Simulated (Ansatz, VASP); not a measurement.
## ZnS in VASP and in Ansatz

The input INCAR:

```
SYSTEM = ZnS
ALGO = Normal ; EDIFF = 1E-6
ENCUT = 520 ; GGA = PS
ISIF = 2 ; ISMEAR = 0
LASPH = .True. ; LCHARG = .False.
LREAL = .False. ; LWAVE = .False.
NBANDS = 26 ; NELM = 100
PREC = Accurate ; SIGMA = 0.05
```

Contents of KPOINTS:

```
k-points
0
Gamma
  9 9 6
  0 0 0
```

Contents of POSCAR:

```
ZnS
1.0
    3.4613374673      0.0000000000      0.0000000000
   -1.7306687336      2.9976061778      0.0000000000
    0.0000000000      0.0000000000      6.8174502756
Zn S
2 2
Direct
    0.3333333333      0.6666666667      0.0054424479
    0.6666666667      0.3333333333      0.5054424479
    0.3333333333      0.6666666667      0.3795575521
    0.6666666667      0.3333333333      0.8795575521
```

Input for Ansatz:

```yaml
crystal:
  lattice:
    - [3.4613374673, 0.0, 0.0]
    - [-1.7306687336, 2.9976061778, 0.0]
    - [0.0, 0.0, 6.8174502756]
  atoms:
    - { symbol: Zn, position: [0.3333333333, 0.6666666667, 0.0054424479] }
    - { symbol: Zn, position: [0.6666666667, 0.3333333333, 0.5054424479] }
    - { symbol: S, position: [0.3333333333, 0.6666666667, 0.3795575521] }
    - { symbol: S, position: [0.6666666667, 0.3333333333, 0.8795575521] }
basis:
  ecutwfc: 520.0
kpoints:
  mp_grid: { grid: [9, 9, 6] }
hamiltonian:
  xc: pbesol
  pseudopotentials: { kind: paw }
scf:
  occupations: { method: gaussian, width: 0.05 }
output:
  forces: true
  stress: true
  eigenvalues: true
```

Alike in both runs: task single point; functional PBEsol; k mesh 9 × 9 × 6; occupations gaussian, width 0.05 eV; no spin polarisation.

```csv
,VASP,Ansatz
version,VASP 6.6.1,Ansatz 0.2.0
potentials or method,"VASP PAW PBE potentials, release 64 (Zn, S), cutoff 520 eV","scalar-relativistic, plane waves, PAW"
valence electrons in the cell,36,36
```

Ansatz gave:

| Property | Result |
| --- | --- |
| gap on the k mesh at the Fermi level (eV) | 1.20 |
| least direct gap on the mesh (eV) | 1.20 |
| pressure (GPa) | 12.4 |
| traceless stress, the component that is largest in VASP (GPa) | -19.22 |
| rms of the force components (eV/Å) | 0.698 |

Q: What did VASP give for the same quantities?

A: gap on the k mesh at the Fermi level (eV): 1.20; least direct gap on the mesh (eV): 1.20; pressure (GPa): 12.7; traceless stress, the component that is largest in VASP (GPa): -19.29; rms of the force components (eV/Å): 0.706.

VASP's potentials were made for PBE, not for PBEsol. Atom by atom the forces differ by 0.008 eV/Å (rms over components).
